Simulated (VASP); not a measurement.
Runs of VASP 6.6.1 on SrO. Symmetry: Fm-3m, No. 225, cubic system. The conventional cell has a = 5.160 Å, b = 5.160 Å, c = 5.160 Å, α = 90.00°, β = 90.00°, γ = 90.00°. Within 3.4 Å of Sr (site symmetry m-3m) lie 6 O at 2.58 Å. Within 3.4 Å of O (site symmetry m-3m) lie 6 Sr at 2.58 Å. 

```tsv
level	k mesh	smearing	grid for exact exchange (PRECFOCK)	share of exact exchange	screening parameter	gap on the mesh (eV)	pressure (GPa)
PBE-based screened hybrid with 30 % exact exchange	4 × 4 × 4	gaussian 0.01 eV	Normal	0.3	0.3 1/Å	(a)	-0.1
PBEsol	6 × 6 × 6	gaussian 0.01 eV	-	-	-	3.16	(b)
HSE06	4 × 4 × 4	gaussian 0.01 eV	Normal	0.25	0.2079 1/Å	4.74	0.2
HSE06	4 × 4 × 4	fermi-dirac 0.05 eV	Normal	0.25	0.2079 1/Å	4.74	0.2
PBE-based screened hybrid with 10 % exact exchange	4 × 4 × 4	gaussian 0.01 eV	Normal	0.1	0.3 1/Å	3.75	1.5
PBE-based screened hybrid with 15 % exact exchange	4 × 4 × 4	gaussian 0.01 eV	Normal	0.15	0.5 1/Å	3.76	(c)
```

Alike in all rows: task single point; potentials or basis VASP PAW PBE potentials, release 64 (Sr_sv, O); no spin polarisation; cell as given; cutoff (eV) 520.

Question: Fill in the values left out.

Answer: (a) 4.75; (b) -1.4; (c) 1.2.

Caveats: some runs use coarse meshes; the PAW data sets were made with another functional, which shifts forces and pressure a little.

A k mesh can miss the band edges, and the runs leave out spin-orbit coupling on Sr.
